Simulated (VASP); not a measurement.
# LiCd12 (a cell with a defect) in VASP: single point with PBEsol

Aim: the single point of LiCd12 (a cell with a defect) with PBEsol.

Program: VASP 6.6.1. These are calculated values, not measurements. Logs are shortened: lines on timing, memory, paths and dates and some standing lists are left out, and cuts for length are marked.

## 1. The cell of the first run

The cell holds a defect, 13 atoms: a = 5.960 Å, b = 8.940 Å, c = 5.620 Å, α = 90.00°, β = 90.00°, γ = 120.00°.

## 2. Single point, PBEsol

Input file INCAR:

```
ALGO     = Normal         # electronic algorithm
EDIFF    = 1E-7           # SCF threshold, eV
ENCUT    = 520            # plane-wave cutoff, eV
GGA      = PS             # functional
ISIF     = 2              # what is computed and relaxed
ISMEAR   = 0              # smearing method
LASPH    = T              # aspherical terms in the spheres
LCHARG   = F              # write CHGCAR
LREAL    = F              # projectors in reciprocal space
LWAVE    = F              # write WAVECAR
NBANDS   = 86             # bands
NELM     = 100            # most SCF steps
PREC     = Accurate       # precision mode
SIGMA    = 0.1            # smearing width, eV
```

Input file KPOINTS:

```
k-points
0
Gamma
  3 2 3
```

Input file POSCAR:

```
LiCd12
1.0
    5.9600000000      0.0000000000      0.0000000000
   -4.4700000000      7.7422670000      0.0000000000
    0.0000000000      0.0000000000      5.6202800000
Cd Li
12 1
Direct
   -0.0352552747      0.0544738391      0.0983917567
    0.2072066409      0.2256984044      0.5463509400
   -0.1709126372      0.2951290207     -0.1944012995
    0.3000618985      0.5932480289      0.6958871892
   -0.0794144425      0.6644419741     -0.0468533005
    0.1640344831      0.8328024901      0.4025703337
    0.3661166819     -0.0172126572     -0.1256107379
    0.6134497367      0.1561301173      0.3345617262
    0.4280163129      0.3678773013      0.0228026286
    0.7011105489      0.5198036109      0.4775146964
    0.5146145289      0.7317306196      0.1666941953
    0.7629058785      0.9063950607      0.6252073216
    1.0640027442      0.4443911900      0.2495786503
```

Potentials or basis: VASP PAW PBE potentials, release 64 (Cd, Li_sv).

Started as:

```sh
cat potpaw_PBE.64/Cd/POTCAR potpaw_PBE.64/Li_sv/POTCAR > POTCAR
mpirun -np 1 vasp_std > vasp.out
```

OUTCAR:

```text
EDIFF = 1E-7
   ENCUT = 520
   GGA = PS
   ISIF = 2
   ISMEAR = 0
   LASPH = T
   LREAL = F
   NELM = 100
   PREC = Accurate

 ion  position               nearest neighbor table
   1  0.965  0.054  0.098-   9 2.81  11 2.82   2 2.93  12 2.95   8 2.98   7 3.04   3 3.12  12 3.22
                             6 3.26   2 3.44   5 3.46   7 3.53   8 3.74
   2  0.207  0.226  0.546-  12 2.79  10 2.83   1 2.93   9 2.97   3 3.00  13 3.00   8 3.03   4 3.16
                             9 3.21   7 3.33   1 3.44   8 3.48   6 3.49   3 3.73
   3  0.829  0.295  0.806-   7 2.80   4 2.81  13 2.85   8 2.93   2 3.00   9 3.03  10 3.09   1 3.12
                             5 3.18   8 3.23  12 3.45   9 3.51   2 3.73
   4  0.300  0.593  0.696-   3 2.81  12 2.81  13 2.86  11 2.93   5 3.01  10 3.04   9 3.09   6 3.11
                             2 3.16  11 3.23   7 3.45  10 3.51   5 3.72
   5  0.921  0.664  0.953-   7 2.79   9 2.83   6 2.93  10 2.97   4 3.01  13 3.01  11 3.02   3 3.18
                            10 3.22  12 3.32   6 3.43   1 3.46  11 3.49   4 3.72
   6  0.164  0.833  0.403-  10 2.81   8 2.82   5 2.93   7 2.94  11 2.97  12 3.05   4 3.11   7 3.23
                             1 3.26   5 3.43   2 3.49  12 3.52  11 3.75
   7  0.366  0.983  0.874-   5 2.79   3 2.80   6 2.94   8 3.00   1 3.04  12 3.10   6 3.23  11 3.24
                             2 3.33   9 3.38   8 3.39   4 3.45   1 3.53  12 3.59
   8  0.613  0.156  0.335-  13 2.68   6 2.82   3 2.93   1 2.98   7 3.00   2 3.03  10 3.13   9 3.16
                            12 3.23   3 3.23   7 3.39   2 3.48  11 3.66   1 3.74
   9  0.428  0.368  0.023-   1 2.81   5 2.83  13 2.88  10 2.97   2 2.97   3 3.03   4 3.09  11 3.13
                             8 3.16   2 3.21   7 3.38  10 3.42   3 3.51
  10  0.701  0.520  0.478-   6 2.81   2 2.83  13 2.87   9 2.97   5 2.97   4 3.04   3 3.09   8 3.13
                            11 3.16   5 3.22  12 3.39   9 3.42   4 3.51
  11  0.515  0.732  0.167-  13 2.67   1 2.82   4 2.93   6 2.97  12 2.99   5 3.02   9 3.13  10 3.16
                             4 3.23   7 3.24  12 3.40   5 3.49   8 3.66   6 3.75
  12  0.763  0.906  0.625-   2 2.79   4 2.81   1 2.95  11 2.99   6 3.05   7 3.10   1 3.22   8 3.23
                             5 3.32  10 3.39  11 3.40   3 3.45   6 3.52   7 3.59
  13  0.064  0.444  0.250-  11 2.67   8 2.68   3 2.85   4 2.86  10 2.87   9 2.88   2 3.00   5 3.01

  LATTYP: Found a simple monoclinic cell.
 ALAT       =     5.9600000000
 B/A-ratio  =     0.9430000000
 C/A-ratio  =     1.3228756374
 COS(beta)  =    -0.1889822391

  Lattice vectors:

 A1 = (   5.9600000000,   0.0000000000,   0.0000000000)
 A2 = (   0.0000000000,   0.0000000000,   5.6202800000)
 A3 = (  -1.4900000000,  -7.7422670000,   0.0000000000)

Analysis of symmetry for initial positions (statically):
=====================================================================
 Subroutine PRICEL returns:
 Original cell was already a primitive cell.

 Routine SETGRP: Setting up the symmetry group for a
 simple monoclinic supercell.

 Subroutine GETGRP returns: Found  1 space group operations
 (whereof  1 operations were pure point group operations)
 out of a pool of  4 trial point group operations.

The static configuration has the point symmetry C_1 .

Analysis of symmetry for dynamics (positions and initial velocities):
=====================================================================
 Subroutine PRICEL returns:
 Original cell was already a primitive cell.

 Routine SETGRP: Setting up the symmetry group for a
 simple monoclinic supercell.

 Subroutine GETGRP returns: Found  1 space group operations
 (whereof  1 operations were pure point group operations)
 out of a pool of  4 trial point group operations.

The dynamic configuration has the point symmetry C_1 .

 Subroutine INISYM returns: Found  1 space group operations
 (whereof  1 operations are pure point group operations),
 and found     1 'primitive' translations

----------------------------------------------------------------------------------------

                                     Primitive cell

  volume of cell :     259.3417

  direct lattice vectors                    reciprocal lattice vectors
     5.960000000  0.000000000  0.000000000     0.167785235  0.096870852  0.000000000
    -4.470000000  7.742267000  0.000000000     0.000000000  0.129161136  0.000000000
     0.000000000  0.000000000  5.620280000     0.000000000  0.000000000  0.177927078

  length of vectors
     5.960000000  8.939999905  5.620280000     0.193741702  0.129161136  0.177927078

  position of ions in fractional coordinates (direct lattice)
     0.964744725  0.054473839  0.098391757
     0.207206641  0.225698404  0.546350940
[... 69 lines left out ...]
 ===========================================

 Found     10 irreducible k-points:

 Following reciprocal coordinates:
            Coordinates               Weight
  0.000000  0.000000  0.000000      1.000000
  0.333333  0.000000  0.000000      2.000000
  0.000000  0.500000  0.000000      1.000000
  0.333333  0.500000  0.000000      2.000000
  0.000000  0.000000  0.333333      2.000000
  0.333333  0.000000  0.333333      2.000000
 -0.333333 -0.000000  0.333333      2.000000
  0.000000  0.500000  0.333333      2.000000
  0.333333  0.500000  0.333333      2.000000
 -0.333333  0.500000  0.333333      2.000000
   k-points           NKPTS =     10   k-points in BZ     NKDIM =     10   number of bands    NBANDS=     86
   number of dos      NEDOS =    301   number of ions     NIONS =     13
   total plane-waves  NPLWV = 141120
   dimension x,y,z NGX =    48 NGY =   70 NGZ =   42
   dimension x,y,z NGXF=    96 NGYF=  140 NGZF=   84
   ions per type =              12   1
   NGX,Y,Z   is equivalent  to a cutoff of  13.39, 13.02, 12.42 a.u.
   NGXF,Y,Z  is equivalent  to a cutoff of  26.78, 26.03, 24.85 a.u.
 SYSTEM =  unknown system
   PREC   = accura    normal or accurate (medium, high low for compatibility)
   ISTART =      0    job   : 0-new  1-cont  2-samecut
   ICHARG =      2    charge: 1-file 2-atom 10-const
   ISPIN  =      1    spin polarized calculation?
   LNONCOLLINEAR =      F non collinear calculations
   LSORBIT =      F    spin-orbit coupling
   LASPH  =      T    aspherical Exc in radial PAW
   ENCUT  =  520.0 eV  38.22 Ry    6.18 a.u.  11.08 16.62 10.45*2*pi/ulx,y,z
   NELM   =    100;   NELMIN=  2; NELMDL= -5     # of ELM steps
   EDIFF  = 0.1E-06   stopping-criterion for ELM
   LREAL  =      F    real-space projection
   EDIFFG = 0.1E-05   stopping-criterion for IOM
   NSW    =      0    number of steps for IOM
   IBRION =     -1    ionic relax: 0-MD 1-quasi-New 2-CG
   NFREE  =      0    steps in history (QN), initial steepest desc. (CG)
   ISIF   =      2    stress and relaxation
   ISYM   =      2    0-nonsym 1-usesym 2-fastsym
   POTIM  = 0.5000    time-step for ionic-motion
   TEBEG  =    0.0;   TEEND  =   0.0 temperature during run
   PSTRESS=    0.0 pullay stress
   NELECT =     147.0000    total number of electrons
   NUPDOWN=      -1.0000    fix difference up-down
   EMIN   =  10.00;   EMAX   =-10.00  energy-range for DOS
   EFERMI =   0.00;   METHOD = LEGACY
   ISMEAR =     0;   SIGMA  =   0.10  broadening in eV -4-tet -1-fermi 0-gaus
   EFERMI_NEDOS =   21; number of points for ismear=-14 and -15
   IALGO  =     38    algorithm
   IMIX   =      4    mixing-type and parameters
     AMIX     =   0.40;   BMIX     =  1.00
     AMIX_MAG =   1.60;   BMIX_MAG =  1.00
  volume/ion in A,a.u.               =      19.95       134.62
  Fermi-wavevector in a.u.,A,eV,Ry     =   1.354846  2.560287 24.974946  1.835607
  Thomas-Fermi vector in A             =   2.481983
   LORBIT       =      0    0 simple, 1 ext, 2 COOP (PROOUT), +10 PAW based schemes
   GGA     = PS    functional components
   LHFCALC =     F    Hartree Fock is set to
   AEXX    =    0.0000 exact exchange contribution
   IVDW    =     0    specifies the selected vdW correction
   LEPSILON=     F    determine dielectric tensor
   LRPA    =     F    only Hartree local field effects (RPA)
 non-spin polarized calculation
 Gauss-broadening in eV      SIGMA  =   0.10
  energy-cutoff  :      520.00
  volume of cell :      259.34
 maximum number of plane-waves:      7003
 NGX is ok and might be reduce to    48
   NGX = 23   NGY = 33   NGZ = 21

 number of electron     146.9999997 magnetization

 Free energy of the ion-electron system (eV)
  ---------------------------------------------------
  ext. energy  EPLUGINS =         0.00000000
  ---------------------------------------------------
  free energy    TOTEN  =       -16.22554513 eV

  energy without entropy =      -16.21530771  energy(sigma->0) =      -16.22042642

 E-fermi :   3.2850     XC(G=0): -11.3146

 val. band max:        3.1911778077   @ k =  -0.3333  -0.0000   0.3333
 cond. band min:       3.3779246215   @ k =   0.0000   0.5000   0.3333
 fundamental gap:      0.1867468137
 Fermi energy:         3.2850007634

 k-point     1 :       0.0000    0.0000    0.0000
  band No.  band energies     occupation
      1     -42.8517      2.00000
      2      -6.8088      2.00000
      3      -6.7669      2.00000
      4      -6.6523      2.00000
      5      -6.6375      2.00000
      6      -6.6029      2.00000
[... 869 lines left out ...]
     84       8.1271      0.00000
     85       8.2474      0.00000
 [bands above 85 left out]

------------------------ aborting loop because EDIFF is reached ----------------------------------------

  FORCE on cell =-STRESS in cart. coord.  units (eV):
  Direction    XX          YY          ZZ          XY          YZ          ZX
  --------------------------------------------------------------------------------------
  -------------------------------------------------------------------------------------
  Total        5.2315189      5.8467463      5.7332097      2.7389793      1.6515428      1.2871928
  in kB       32.3196032     36.1203939     35.4189800     16.9210371     10.2030041      7.9521001
  external PRESSURE =      34.6196591 kB  Pullay stress =       0.0000000 kB

 VOLUME and BASIS-vectors are now :
 -----------------------------------------------------------------------------
  energy-cutoff  :      520.00
  volume of cell :      259.34
      direct lattice vectors                 reciprocal lattice vectors
     5.960000000  0.000000000  0.000000000     0.167785235  0.096870852  0.000000000
    -4.470000000  7.742267000  0.000000000     0.000000000  0.129161136  0.000000000
     0.000000000  0.000000000  5.620280000     0.000000000  0.000000000  0.177927078

 POSITION                                       TOTAL-FORCE (eV/Angst)
 -----------------------------------------------------------------------------------
      5.50638      0.42175      0.55299        -0.002666      0.004424     -0.007126
      0.22608      1.74742      3.07065         0.001773     -0.005041     -0.001652
      3.62213      2.28497      4.52769         0.003804      0.007686      0.005939
     -0.86345      4.59308      3.91108        -0.004789     -0.003706     -0.008816
      2.51663      5.14429      5.35695         0.005533     -0.009399      0.000314
     -2.74498      6.44778      2.26256        -0.000216      0.003938      0.003949
     -2.21100      7.60900      4.91431         0.000301      0.003555      0.001645
      2.95826      1.20880      1.88033         0.007911      0.008913     -0.002651
      0.90657      2.84820      0.12816        -0.006518     -0.000057      0.004357
      1.85510      4.02446      2.68377         0.003598      0.002165     -0.001811
     -0.20373      5.66525      0.93687        -0.008192     -0.006215     -0.000227
      0.49533      7.01755      3.51384         0.000744     -0.007367      0.003922
     -1.60497      3.44060      1.40270        -0.001281      0.001105      0.002158
 -----------------------------------------------------------------------------------
    total drift:                                0.000033      0.001198     -0.000362

  FREE ENERGIE OF THE ION-ELECTRON SYSTEM (eV)
  ---------------------------------------------------
  free  energy   TOTEN  =       -16.2255451287 eV

  energy  without entropy=      -16.2153077068  energy(sigma->0) =      -16.22042642
```

It took 5.7 min on 1 thread of Intel Xeon 8259CL, shared host; peak memory 0.43 GiB.

What came out:

```yaml
Free_energy: -16.2255 eV
Largest_force: 0.012 eV/Å
Band_gap_on_the_k_mesh: zero (an odd number of electrons rules out a gap without spin polarisation)
```

Forces in eV/Å, atoms in the order of the input:
```
Cd  -0.003  0.004 -0.007
Cd   0.002 -0.005 -0.002
Cd   0.004  0.008  0.006
Cd  -0.005 -0.004 -0.009
Cd   0.006 -0.009  0.000
Cd   0.000  0.004  0.004
Cd   0.000  0.004  0.002
Cd   0.008  0.009 -0.003
Cd  -0.007  0.000  0.004
Cd   0.004  0.002 -0.002
Cd  -0.008 -0.006  0.000
Cd   0.001 -0.007  0.004
Li  -0.001  0.001  0.002
```

Levels at points of the mesh, in eV from the Fermi level:
| k point | band 70 | band 71 | band 72 | band 73 | band 74 | band 75 | band 76 | band 77 |
| --- | --- | --- | --- | --- | --- | --- | --- | --- |
| (0.00, 0.00, 0.00) | -2.52 | -0.91 | -0.67 | -0.61 | -0.43 | 0.23 | 0.72 | 1.23 |
| (0.00, 0.50, 0.00) | -2.74 | -2.47 | -2.40 | -1.51 | 0.37 | 0.40 | 1.28 | 1.43 |

Caveat: the k points lie up to 0.41 Å⁻¹ apart, too coarse for converged energies and pressures of a metal; the cutoff is under 1.25 times the usual one of these potentials, so pressure, stress and relaxed cells hold a basis-set (Pulay) error; the PAW data sets were made with another functional, which shifts forces and pressure a little.
